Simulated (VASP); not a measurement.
# TiTe2 (Fm-3m) in VASP: a series of runs

Aim: see how the results for TiTe2 move with the level of theory and the settings. Levels: r2SCAN, r2SCAN+rVV10. Tasks: single point.

Program: VASP 6.6.1. These are calculated values, not measurements. Logs are shortened: lines on timing, memory, paths and dates and some standing lists are left out, and cuts for length are marked.

## 1. The cell of the first run

Symmetry: Fm-3m, No. 225, cubic system. Conventional cell: a = 6.880 Å, b = 6.880 Å, c = 6.880 Å, α = 90.00°, β = 90.00°, γ = 90.00°. Ti (site symmetry m-3m) has 8 Te at 2.98 Å within 3.9 Å. Te (site symmetry -43m) has 4 Ti at 2.98 Å and 6 Te at 3.44 Å within 3.9 Å.

## 2. Single point, r2SCAN

POSCAR reads:

```
TiTe2
1.0
    0.0000000000      3.4401227243      3.4401227243
    3.4401227243      0.0000000000      3.4401227243
    3.4401227243      3.4401227243      0.0000000000
Ti Te
1 2
Direct
    0.0000000000      0.0000000000      0.0000000000
    0.2500000000      0.2500000000      0.2500000000
    0.7500000000      0.7500000000      0.7500000000
```

INCAR.step1 reads:

```
PREC = Accurate ; ENCUT = 520
ISMEAR = -1 ; SIGMA = 0.02
LREAL = F ; LASPH = T
NELM = 80 ; NBANDS = 19
GGA = PE ; ALGO = Normal
EDIFF = 1E-4 ; LWAVE = T
LCHARG = F
```

INCAR.step2 reads:

```
PREC = Accurate ; ENCUT = 520
EDIFF = 1E-6 ; ISMEAR = -1
SIGMA = 0.02 ; LREAL = F
LASPH = T ; NELM = 80
ALGO = Normal ; ISIF = 2
LWAVE = F ; LCHARG = T
METAGGA = R2SCAN ; LMIXTAU = T
LELF = T ; LVHAR = T
NBANDS = 19 ; ISTART = 1
```

KPOINTS reads:

```
Automatic mesh
0
Gamma
  4 4 4
```

Potentials or basis: VASP PAW PBE potentials, release 64 (Ti_sv, Te).

Command:

```
$ cat potpaw_PBE.64/Ti_sv/POTCAR potpaw_PBE.64/Te/POTCAR > POTCAR
$ cp INCAR.step1 INCAR
$ mpirun -np 1 vasp_std > vasp.out
$ cp INCAR.step2 INCAR
$ mpirun -np 1 vasp_std > vasp.out
```

OUTCAR:

```text
PREC = Accurate
   ENCUT = 520
   EDIFF = 1E-6
   ISMEAR = -1
   LREAL = F
   LASPH = T
   NELM = 80
   ISIF = 2
   METAGGA = R2SCAN
   ISTART = 1

 ion  position               nearest neighbor table
   1  0.000  0.000  0.000-   3 2.98   3 2.98   3 2.98   2 2.98   3 2.98   2 2.98   2 2.98   2 2.98

   2  0.250  0.250  0.250-   1 2.98   1 2.98   1 2.98   1 2.98   3 3.44   3 3.44   3 3.44   3 3.44
                             3 3.44   3 3.44
   3  0.750  0.750  0.750-   1 2.98   1 2.98   1 2.98   1 2.98   2 3.44   2 3.44   2 3.44   2 3.44
                             2 3.44   2 3.44

  LATTYP: Found a face centered cubic cell.
 ALAT       =     6.8802454486

  Lattice vectors:

 A1 = (   0.0000000000,   3.4401227243,   3.4401227243)
 A2 = (   3.4401227243,   0.0000000000,   3.4401227243)
 A3 = (   3.4401227243,   3.4401227243,   0.0000000000)

Analysis of symmetry for initial positions (statically):
=====================================================================
 Subroutine PRICEL returns:
 Original cell was already a primitive cell.

 Routine SETGRP: Setting up the symmetry group for a
 face centered cubic supercell.

 Subroutine GETGRP returns: Found 48 space group operations
 (whereof 48 operations were pure point group operations)
 out of a pool of 48 trial point group operations.

The static configuration has the point symmetry O_h .

Analysis of symmetry for dynamics (positions and initial velocities):
=====================================================================
 Subroutine PRICEL returns:
 Original cell was already a primitive cell.

 Routine SETGRP: Setting up the symmetry group for a
 face centered cubic supercell.

 Subroutine GETGRP returns: Found 48 space group operations
 (whereof 48 operations were pure point group operations)
 out of a pool of 48 trial point group operations.

The dynamic configuration has the point symmetry O_h .

 Subroutine INISYM returns: Found 48 space group operations
 (whereof 48 operations are pure point group operations),
 and found     1 'primitive' translations

----------------------------------------------------------------------------------------

                                     Primitive cell

  volume of cell :      81.4239

  direct lattice vectors                    reciprocal lattice vectors
     0.000000000  3.440122724  3.440122724    -0.145343652  0.145343652  0.145343652
     3.440122724  0.000000000  3.440122724     0.145343652 -0.145343652  0.145343652
     3.440122724  3.440122724  0.000000000     0.145343652  0.145343652 -0.145343652

  length of vectors
     4.865068213  4.865068213  4.865068213     0.251742590  0.251742590  0.251742590

  position of ions in fractional coordinates (direct lattice)
     0.000000000  0.000000000  0.000000000
     0.250000000  0.250000000  0.250000000
     0.750000000  0.750000000  0.750000000

  ion indices of the primitive-cell ions
   primitive index   ion index
                 1           1
                 2           2
                 3           3

----------------------------------------------------------------------------------------

 KPOINTS: Automatic mesh

Automatic generation of k-mesh.
 Grid dimensions read from file:
 generate k-points for:    4    4    4

 Generating k-lattice:

  Cartesian coordinates                     Fractional coordinates (reciprocal lattice)
    -0.036335913  0.036335913  0.036335913     0.250000000  0.000000000  0.000000000
     0.036335913 -0.036335913  0.036335913     0.000000000  0.250000000  0.000000000
     0.036335913  0.036335913 -0.036335913     0.000000000  0.000000000  0.250000000

  Length of vectors
     0.062935647  0.062935647  0.062935647

  Shift w.r.t. Gamma in fractional coordinates (k-lattice)
     0.000000000  0.000000000  0.000000000

 Subroutine IBZKPT returns following result:
 ===========================================

 Found      8 irreducible k-points:

 Following reciprocal coordinates:
            Coordinates               Weight
  0.000000  0.000000  0.000000      1.000000
  0.250000  0.000000  0.000000      8.000000
  0.500000  0.000000  0.000000      4.000000
  0.250000  0.250000  0.000000      6.000000
  0.500000  0.250000  0.000000     24.000000
 -0.250000  0.250000  0.000000     12.000000
  0.500000  0.500000  0.000000      3.000000
 -0.250000  0.500000  0.250000      6.000000
   k-points           NKPTS =      8   k-points in BZ     NKDIM =      8   number of bands    NBANDS=     19
   number of dos      NEDOS =    301   number of ions     NIONS =      3
   total plane-waves  NPLWV =  46656
   dimension x,y,z NGX =    36 NGY =   36 NGZ =   36
   dimension x,y,z NGXF=    72 NGYF=   72 NGZF=   72
   ions per type =               1   2
   NGX,Y,Z   is equivalent  to a cutoff of  12.30, 12.30, 12.30 a.u.
   NGXF,Y,Z  is equivalent  to a cutoff of  24.60, 24.60, 24.60 a.u.
 SYSTEM =  unknown system
   PREC   = accura    normal or accurate (medium, high low for compatibility)
   ISTART =      1    job   : 0-new  1-cont  2-samecut
   ICHARG =      0    charge: 1-file 2-atom 10-const
   ISPIN  =      1    spin polarized calculation?
   LNONCOLLINEAR =      F non collinear calculations
   LSORBIT =      F    spin-orbit coupling
   LASPH  =      T    aspherical Exc in radial PAW
   ENCUT  =  520.0 eV  38.22 Ry    6.18 a.u.   9.05  9.05  9.05*2*pi/ulx,y,z
   NELM   =     80;   NELMIN=  2; NELMDL=  0     # of ELM steps
   EDIFF  = 0.1E-05   stopping-criterion for ELM
   LREAL  =      F    real-space projection
   EDIFFG = 0.1E-04   stopping-criterion for IOM
   NSW    =      0    number of steps for IOM
   IBRION =     -1    ionic relax: 0-MD 1-quasi-New 2-CG
   NFREE  =      0    steps in history (QN), initial steepest desc. (CG)
   ISIF   =      2    stress and relaxation
   ISYM   =      2    0-nonsym 1-usesym 2-fastsym
   POTIM  = 0.5000    time-step for ionic-motion
   TEBEG  =    0.0;   TEEND  =   0.0 temperature during run
   PSTRESS=    0.0 pullay stress
   NELECT =      24.0000    total number of electrons
   NUPDOWN=      -1.0000    fix difference up-down
   EMIN   =  10.00;   EMAX   =-10.00  energy-range for DOS
   EFERMI =   0.00;   METHOD = LEGACY
   ISMEAR =    -1;   SIGMA  =   0.02  broadening in eV -4-tet -1-fermi 0-gaus
   EFERMI_NEDOS =   21; number of points for ismear=-14 and -15
   IALGO  =     38    algorithm
   IMIX   =      4    mixing-type and parameters
     AMIX     =   0.40;   BMIX     =  1.00
     AMIX_MAG =   1.60;   BMIX_MAG =  1.00
  volume/ion in A,a.u.               =      27.14       183.16
  Fermi-wavevector in a.u.,A,eV,Ry     =   1.089502  2.058860 16.150310  1.187014
  Thomas-Fermi vector in A             =   2.225706
   LORBIT       =      0    0 simple, 1 ext, 2 COOP (PROOUT), +10 PAW based schemes
   METAGGA = R2SCAN    functional components
   LHFCALC =     F    Hartree Fock is set to
   AEXX    =    0.0000 exact exchange contribution
   IVDW    =     0    specifies the selected vdW correction
   LEPSILON=     F    determine dielectric tensor
   LRPA    =     F    only Hartree local field effects (RPA)
 non-spin polarized calculation
  energy-cutoff  :      520.00
  volume of cell :       81.42
 maximum number of plane-waves:      2209
   NGX = 19   NGY = 19   NGZ = 19

 number of electron      23.9999994 magnetization

 Free energy of the ion-electron system (eV)
  ---------------------------------------------------
  ext. energy  EPLUGINS =         0.00000000
  ---------------------------------------------------
  free energy    TOTEN  =       -64.94827710 eV

  energy without entropy =      -64.94176440  energy(sigma->0) =      -64.94502075

 E-fermi :   7.4293     XC(G=0): -10.2830

 val. band max:        7.3569694203   @ k =   0.0000   0.0000   0.0000
 cond. band min:       7.4518774958   @ k =  -0.2500   0.2500   0.0000
 fundamental gap:      0.0949080755
 Fermi energy:         7.4292763418

 k-point     1 :       0.0000    0.0000    0.0000
  band No.  band energies     occupation
      1     -52.9976      2.00000
      2     -28.2031      2.00000
      3     -28.2031      2.00000
      4     -28.2030      2.00000
      5      -6.4210      2.00000
      6      -2.3104      2.00000
[... 11 lines left out ...]
     18      10.5528      0.00000
     19      10.5528      0.00000

 k-point     2 :       0.2500    0.0000    0.0000
  band No.  band energies     occupation
      1     -52.9975      2.00000
      2     -28.2053      2.00000
      3     -28.2035      2.00000
      4     -28.2034      2.00000
      5      -5.9511      2.00000
      6      -3.1953      2.00000
[... 11 lines left out ...]
     18      11.7037      0.00000
     19      11.9992      0.00000

 k-point     3 :       0.5000    0.0000    0.0000
  band No.  band energies     occupation
      1     -52.9974      2.00000
      2     -28.2075      2.00000
      3     -28.2038      2.00000
      4     -28.2037      2.00000
      5      -4.8015      2.00000
      6      -4.6317      2.00000
[... 11 lines left out ...]
     18      13.3989      0.00000
     19      13.6402      0.00000

 k-point     4 :       0.2500    0.2500    0.0000
  band No.  band energies     occupation
      1     -52.9975      2.00000
      2     -28.2054      2.00000
      3     -28.2039      2.00000
      4     -28.2038      2.00000
      5      -5.8236      2.00000
      6      -3.2215      2.00000
[... 11 lines left out ...]
     18      10.2236      0.00000
     19      13.2204      0.00000

 k-point     5 :       0.5000    0.2500    0.0000
  band No.  band energies     occupation
      1     -52.9974      2.00000
      2     -28.2069      2.00000
      3     -28.2049      2.00000
      4     -28.2041      2.00000
      5      -4.9901      2.00000
      6      -4.1345      2.00000
[... 11 lines left out ...]
     18      11.0965      0.00000
     19      14.0410      0.00000

 k-point     6 :      -0.2500    0.2500    0.0000
  band No.  band energies     occupation
      1     -52.9974      2.00000
      2     -28.2063      2.00000
      3     -28.2050      2.00000
      4     -28.2038      2.00000
      5      -5.2654      2.00000
      6      -3.9581      2.00000
[... 11 lines left out ...]
     18      11.8712      0.00000
     19      12.7851      0.00000

 k-point     7 :       0.5000    0.5000    0.0000
  band No.  band energies     occupation
      1     -52.9974      2.00000
      2     -28.2077      2.00000
      3     -28.2046      2.00000
      4     -28.2046      2.00000
      5      -4.9761      2.00000
      6      -3.8330      2.00000
[... 11 lines left out ...]
     18      10.4184      0.00000
     19      13.9244      0.00000

 k-point     8 :      -0.2500    0.5000    0.2500
  band No.  band energies     occupation
      1     -52.9974      2.00000
      2     -28.2062      2.00000
      3     -28.2061      2.00000
      4     -28.2046      2.00000
      5      -4.4887      2.00000
      6      -4.4887      2.00000
[... 11 lines left out ...]
     18      11.6247      0.00000
     19      11.9420      0.00000

------------------------ aborting loop because EDIFF is reached ----------------------------------------

  FORCE on cell =-STRESS in cart. coord.  units (eV):
  Direction    XX          YY          ZZ          XY          YZ          ZX
  --------------------------------------------------------------------------------------
  -------------------------------------------------------------------------------------
  Total        0.2661343      0.2661343      0.2661343      0.0000000      0.0000000      0.0000000
  in kB        5.2367224      5.2367224      5.2367224      0.0000000      0.0000000      0.0000000
  external PRESSURE =       5.2367224 kB  Pullay stress =       0.0000000 kB

 VOLUME and BASIS-vectors are now :
 -----------------------------------------------------------------------------
  energy-cutoff  :      520.00
  volume of cell :       81.42
      direct lattice vectors                 reciprocal lattice vectors
     0.000000000  3.440122724  3.440122724    -0.145343652  0.145343652  0.145343652
     3.440122724  0.000000000  3.440122724     0.145343652 -0.145343652  0.145343652
     3.440122724  3.440122724  0.000000000     0.145343652  0.145343652 -0.145343652

 POSITION                                       TOTAL-FORCE (eV/Angst)
 -----------------------------------------------------------------------------------
      0.00000      0.00000      0.00000        -0.000000     -0.000000     -0.000000
      1.72006      1.72006      1.72006        -0.000000     -0.000000     -0.000000
      5.16018      5.16018      5.16018         0.000000      0.000000      0.000000
 -----------------------------------------------------------------------------------
    total drift:                               -0.000000      0.000000      0.000000

  FREE ENERGIE OF THE ION-ELECTRON SYSTEM (eV)
  ---------------------------------------------------
  free  energy   TOTEN  =       -64.9482770982 eV

  energy  without entropy=      -64.9417643975  energy(sigma->0) =      -64.94502075
```

It took 1.8 min on 1 thread of Intel Xeon 8259CL, shared host; peak memory 0.22 GiB.

What came out:

```yaml
Free_energy: -64.9483 eV
Pressure: 0.5 GPa
Band_gap_on_the_k_mesh: zero (bands 12 and 13 overlap by 0.27 eV)
```

Levels at points of the mesh, in eV from the Fermi level:
| k point | band 10 | band 11 | band 12 | band 13 | band 14 | band 15 |
| --- | --- | --- | --- | --- | --- | --- |
| (0.00, 0.00, 0.00) | -0.43 | -0.43 | -0.43 | -0.07 | -0.07 | 2.00 |
| (0.50, 0.00, 0.00) | -2.96 | -2.96 | -2.62 | 0.04 | 0.04 | 0.77 |
| (0.50, 0.50, 0.00) | -1.42 | -1.42 | -0.39 | 0.35 | 0.77 | 1.72 |

Caveat: the k points lie up to 0.40 Å⁻¹ apart; the structure was generated, so it needn't be the stable form of TiTe2; the PAW data sets were made with another functional, which shifts forces and pressure a little; spin-orbit coupling is left out, which moves the levels of the heavy elements.

[end of part 1 of 2]

The gap in the log of VASP goes by the Fermi energy; the results here count the filled bands.